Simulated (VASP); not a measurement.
# GaSbTe4 (P4/mmm) in VASP: a series of runs, part 2 of 2

VASP 6.6.1. The steps go on from the part before.

## Step 4: Single point, PBE

This run uses another cell than the first one, of 35.92 Å³/atom.

File INCAR:

```
ALGO = Normal
EDIFF = 1E-7
ENCUT = 520
GGA = PE
ISIF = 2
ISMEAR = 0
LASPH = True
LCHARG = True
LELF = True
LREAL = False
LVHAR = True
LWAVE = False
NBANDS = 30
NELM = 80
PREC = Accurate
SIGMA = 0.1
```

File KPOINTS:

```
k-points
0
Gamma
  10 10 4
```

File POSCAR:

```
GaSbTe4
1.0
    4.2251213418      0.0000000000      0.0000000000
    0.0000000000      4.2251213418      0.0000000000
    0.0000000000      0.0000000000     12.0723009649
Ga Sb Te
1 1 4
Direct
    0.0000000000      0.0000000000      0.0000000000
    0.5000000000      0.5000000000      0.5000000000
    0.5000000000      0.5000000000      0.0000000000
    0.5000000000      0.5000000000      0.7537413767
    0.5000000000      0.5000000000      0.2462586233
    0.0000000000      0.0000000000      0.5000000000
```

Potentials or basis: VASP PAW PBE potentials, release 64 (Ga_d, Sb, Te).

The run is started by

```sh
cat potpaw_PBE.64/Ga_d/POTCAR potpaw_PBE.64/Sb/POTCAR potpaw_PBE.64/Te/POTCAR > POTCAR
mpirun -np 1 vasp_std > vasp.out
```

OUTCAR:

```text
EDIFF = 1E-7
   ENCUT = 520
   GGA = PE
   ISIF = 2
   ISMEAR = 0
   LASPH = True
   LREAL = False
   NELM = 80
   PREC = Accurate

 ion  position               nearest neighbor table
   1  0.000  0.000  0.000-   3 2.99   3 2.99   3 2.99   3 2.99
   2  0.500  0.500  0.500-   6 2.99   6 2.99   6 2.99   6 2.99   4 3.06   5 3.06
   3  0.500  0.500  0.000-   4 2.97   5 2.97   1 2.99   1 2.99   1 2.99   1 2.99
   4  0.500  0.500  0.754-   3 2.97   2 3.06
   5  0.500  0.500  0.246-   3 2.97   2 3.06
   6  0.000  0.000  0.500-   2 2.99   2 2.99   2 2.99   2 2.99

  LATTYP: Found a simple tetragonal cell.
 ALAT       =     4.2251213418
 C/A-ratio  =     2.8572672802

  Lattice vectors:

 A1 = (   4.2251213418,   0.0000000000,   0.0000000000)
 A2 = (   0.0000000000,   4.2251213418,   0.0000000000)
 A3 = (   0.0000000000,   0.0000000000,  12.0723009649)

Analysis of symmetry for initial positions (statically):
=====================================================================
 Subroutine PRICEL returns:
 Original cell was already a primitive cell.

 Routine SETGRP: Setting up the symmetry group for a
 simple tetragonal supercell.

 Subroutine GETGRP returns: Found 16 space group operations
 (whereof 16 operations were pure point group operations)
 out of a pool of 16 trial point group operations.

The static configuration has the point symmetry D_4h.

Analysis of symmetry for dynamics (positions and initial velocities):
=====================================================================
 Subroutine PRICEL returns:
 Original cell was already a primitive cell.

 Routine SETGRP: Setting up the symmetry group for a
 simple tetragonal supercell.

 Subroutine GETGRP returns: Found 16 space group operations
 (whereof 16 operations were pure point group operations)
 out of a pool of 16 trial point group operations.

The dynamic configuration has the point symmetry D_4h.

 Subroutine INISYM returns: Found 16 space group operations
 (whereof 16 operations are pure point group operations),
 and found     1 'primitive' translations

----------------------------------------------------------------------------------------

                                     Primitive cell

  volume of cell :     215.5105

  direct lattice vectors                    reciprocal lattice vectors
     4.225121342  0.000000000  0.000000000     0.236679593  0.000000000  0.000000000
     0.000000000  4.225121342  0.000000000     0.000000000  0.236679593  0.000000000
     0.000000000  0.000000000 12.072300965     0.000000000  0.000000000  0.082834250

  length of vectors
     4.225121342  4.225121342 12.072300965     0.236679593  0.236679593  0.082834250

  position of ions in fractional coordinates (direct lattice)
     0.000000000  0.000000000  0.000000000
     0.500000000  0.500000000  0.500000000
     0.500000000  0.500000000  0.000000000
     0.500000000  0.500000000  0.753741377
     0.500000000  0.500000000  0.246258623
     0.000000000  0.000000000  0.500000000

  ion indices of the primitive-cell ions
   primitive index   ion index
                 1           1
[... 22 lines left out ...]
     0.023667959  0.023667959  0.020708563

  Shift w.r.t. Gamma in fractional coordinates (k-lattice)
     0.000000000  0.000000000  0.000000000

 Subroutine IBZKPT returns following result:
 ===========================================

 Found     63 irreducible k-points:

 Following reciprocal coordinates:
            Coordinates               Weight
  0.000000  0.000000  0.000000      1.000000
  0.100000  0.000000  0.000000      4.000000
  0.200000  0.000000  0.000000      4.000000
  0.300000  0.000000  0.000000      4.000000
  0.400000  0.000000  0.000000      4.000000
  0.500000  0.000000  0.000000      2.000000
[... 16 lines left out ...]
  0.100000  0.000000  0.250000      8.000000
  0.200000  0.000000  0.250000      8.000000
 [... further k-points ...]
   k-points           NKPTS =     63   k-points in BZ     NKDIM =     63   number of bands    NBANDS=     30
   number of dos      NEDOS =    301   number of ions     NIONS =      6
   total plane-waves  NPLWV =  92160
   dimension x,y,z NGX =    32 NGY =   32 NGZ =   90
   dimension x,y,z NGXF=    64 NGYF=   64 NGZF=  180
   ions per type =               1   1   4
   NGX,Y,Z   is equivalent  to a cutoff of  12.59, 12.59, 12.39 a.u.
   NGXF,Y,Z  is equivalent  to a cutoff of  25.18, 25.18, 24.79 a.u.
 SYSTEM =  unknown system
   PREC   = accura    normal or accurate (medium, high low for compatibility)
   ISTART =      0    job   : 0-new  1-cont  2-samecut
   ICHARG =      2    charge: 1-file 2-atom 10-const
   ISPIN  =      1    spin polarized calculation?
   LNONCOLLINEAR =      F non collinear calculations
   LSORBIT =      F    spin-orbit coupling
   LASPH  =      T    aspherical Exc in radial PAW
   ENCUT  =  520.0 eV  38.22 Ry    6.18 a.u.   7.86  7.86 22.45*2*pi/ulx,y,z
   NELM   =     80;   NELMIN=  2; NELMDL= -5     # of ELM steps
   EDIFF  = 0.1E-06   stopping-criterion for ELM
   LREAL  =      F    real-space projection
   EDIFFG = 0.1E-05   stopping-criterion for IOM
   NSW    =      0    number of steps for IOM
   IBRION =     -1    ionic relax: 0-MD 1-quasi-New 2-CG
   NFREE  =      0    steps in history (QN), initial steepest desc. (CG)
   ISIF   =      2    stress and relaxation
   ISYM   =      2    0-nonsym 1-usesym 2-fastsym
   POTIM  = 0.5000    time-step for ionic-motion
   TEBEG  =    0.0;   TEEND  =   0.0 temperature during run
   PSTRESS=    0.0 pullay stress
   NELECT =      42.0000    total number of electrons
   NUPDOWN=      -1.0000    fix difference up-down
   EMIN   =  10.00;   EMAX   =-10.00  energy-range for DOS
   EFERMI =   0.00;   METHOD = LEGACY
   ISMEAR =     0;   SIGMA  =   0.10  broadening in eV -4-tet -1-fermi 0-gaus
   EFERMI_NEDOS =   21; number of points for ismear=-14 and -15
   IALGO  =     38    algorithm
   IMIX   =      4    mixing-type and parameters
     AMIX     =   0.40;   BMIX     =  1.00
     AMIX_MAG =   1.60;   BMIX_MAG =  1.00
  volume/ion in A,a.u.               =      35.92       242.39
  Fermi-wavevector in a.u.,A,eV,Ry     =   0.949151  1.793635 12.257309  0.900887
  Thomas-Fermi vector in A             =   2.077406
   LORBIT       =      0    0 simple, 1 ext, 2 COOP (PROOUT), +10 PAW based schemes
   GGA     = PE    functional components
   LHFCALC =     F    Hartree Fock is set to
   AEXX    =    0.0000 exact exchange contribution
   IVDW    =     0    specifies the selected vdW correction
   LEPSILON=     F    determine dielectric tensor
   LRPA    =     F    only Hartree local field effects (RPA)
 non-spin polarized calculation
 Gauss-broadening in eV      SIGMA  =   0.10
  energy-cutoff  :      520.00
  volume of cell :      215.51
 maximum number of plane-waves:      5840
 NGX is ok and might be reduce to    32
   NGX = 15   NGY = 15   NGZ = 45

 number of electron      41.9999993 magnetization

 Free energy of the ion-electron system (eV)
  ---------------------------------------------------
  ext. energy  EPLUGINS =         0.00000000
  ---------------------------------------------------
  free energy    TOTEN  =       -18.13666334 eV

  energy without entropy =      -18.10449242  energy(sigma->0) =      -18.12057788

 E-fermi :   4.1231     XC(G=0):  -8.6092

 val. band max:        4.1143073064   @ k =   0.4000   0.2000   0.0000
 cond. band min:       4.1235432940   @ k =   0.3000   0.1000   0.5000
 fundamental gap:      0.0092359876
 Fermi energy:         4.1231208511

 k-point     1 :       0.0000    0.0000    0.0000
  band No.  band energies     occupation
      1     -10.8832      2.00000
      2     -10.8267      2.00000
      3     -10.8267      2.00000
      4     -10.7860      2.00000
      5     -10.7781      2.00000
      6      -8.5483      2.00000
[... 781 lines left out ...]
     29       8.4287      0.00000
     30       8.5272      0.00000

 [... further k-points ...]
[... 5 lines left out ...]
  --------------------------------------------------------------------------------------
  -------------------------------------------------------------------------------------
  Total        0.0099766      0.0099766     -0.1072818      0.0000000      0.0000000      0.0000000
  in kB        0.0741691      0.0741691     -0.7975686      0.0000000      0.0000000      0.0000000
  external PRESSURE =      -0.2164101 kB  Pullay stress =       0.0000000 kB

 VOLUME and BASIS-vectors are now :
 -----------------------------------------------------------------------------
  energy-cutoff  :      520.00
  volume of cell :      215.51
      direct lattice vectors                 reciprocal lattice vectors
     4.225121342  0.000000000  0.000000000     0.236679593  0.000000000  0.000000000
     0.000000000  4.225121342  0.000000000     0.000000000  0.236679593  0.000000000
     0.000000000  0.000000000 12.072300965     0.000000000  0.000000000  0.082834250

 POSITION                                       TOTAL-FORCE (eV/Angst)
 -----------------------------------------------------------------------------------
      0.00000      0.00000      0.00000        -0.000000     -0.000000      0.000000
      2.11256      2.11256      6.03615        -0.000000     -0.000000      0.000000
      2.11256      2.11256      0.00000        -0.000000     -0.000000      0.000000
      2.11256      2.11256      9.09939        -0.000000      0.000000      0.001226
      2.11256      2.11256      2.97291         0.000000     -0.000000     -0.001226
      0.00000      0.00000      6.03615        -0.000000     -0.000000      0.000000
 -----------------------------------------------------------------------------------
    total drift:                                0.000000     -0.000000      0.000000

  FREE ENERGIE OF THE ION-ELECTRON SYSTEM (eV)
  ---------------------------------------------------
  free  energy   TOTEN  =       -18.1366633352 eV

  energy  without entropy=      -18.1044924228  energy(sigma->0) =      -18.12057788
```

Wall time 4 min (1 thread of AMD EPYC 9R45 (Zen 5), shared host); peak memory 0.52 GiB.

What came out:

```
Free energy            : -18.1367 eV
Pressure               : 0.0 GPa
Band gap on the k mesh : zero (bands 21 and 22 overlap by 1.54 eV)
```

Stress tensor (GPa, compression positive):
```
 0.01  0.00  0.00
 0.00  0.01  0.00
 0.00  0.00 -0.08
```

Levels at points of the mesh, in eV from the Fermi level:
```csv
k point,band 19,band 20,band 21,band 22,band 23,band 24
"(0.00, 0.00, 0.00)",-0.06,-0.06,0.43,0.43,0.69,2.29
"(0.50, 0.00, 0.00)",-0.63,-0.55,0.22,0.23,0.27,1.03
"(0.50, 0.50, 0.00)",-1.13,-1.13,-0.99,-0.22,-0.16,1.92
"(0.00, 0.00, 0.50)",0.10,0.10,0.27,0.27,1.61,2.78
"(0.50, 0.00, 0.50)",-0.50,-0.18,0.11,0.63,0.70,1.07
"(0.50, 0.50, 0.50)",-1.54,-1.39,-1.39,-0.98,1.87,2.75
```

Caveat: spin-orbit coupling is left out, which moves the levels of the heavy elements.

## Step 5: Summary

| cell | k mesh | gap on the mesh (eV) | pressure (GPa) | largest force (eV/Å) |
| --- | --- | --- | --- | --- |
| a = 4.442, b = 4.442, c = 9.339 Å, 6 atoms, atomic positions A | 4 × 4 × 2 | none | 64.1 | 54.15 |
| a = 4.155, b = 4.155, c = 12.414 Å, 6 atoms, atomic positions B | 4 × 4 × 2 | none | 0.0 | 0.01 |
| a = 4.225, b = 4.225, c = 12.072 Å, 6 atoms, atomic positions C | 10 × 10 × 4 | none | 0.0 | - |

Alike in all rows: task single point; level PBE; potentials or basis VASP PAW PBE potentials, release 64 (Ga_d, Sb, Te); no spin polarisation; cutoff (eV) 520; smearing gaussian 0.1 eV.

Caveats: some runs use coarse meshes; spin-orbit coupling is left out, which moves the levels of the heavy elements; atoms lie so close that the PAW spheres overlap strongly, which falsifies energies and pressures (at least some runs); the cell stands under pressure (at least some runs); forces of over 1 eV/Å act on the atoms, so gaps and moduli don't describe the material at rest (at least some runs).

Total energies depend on the potentials used, so only differences within one code and one set of settings carry meaning.
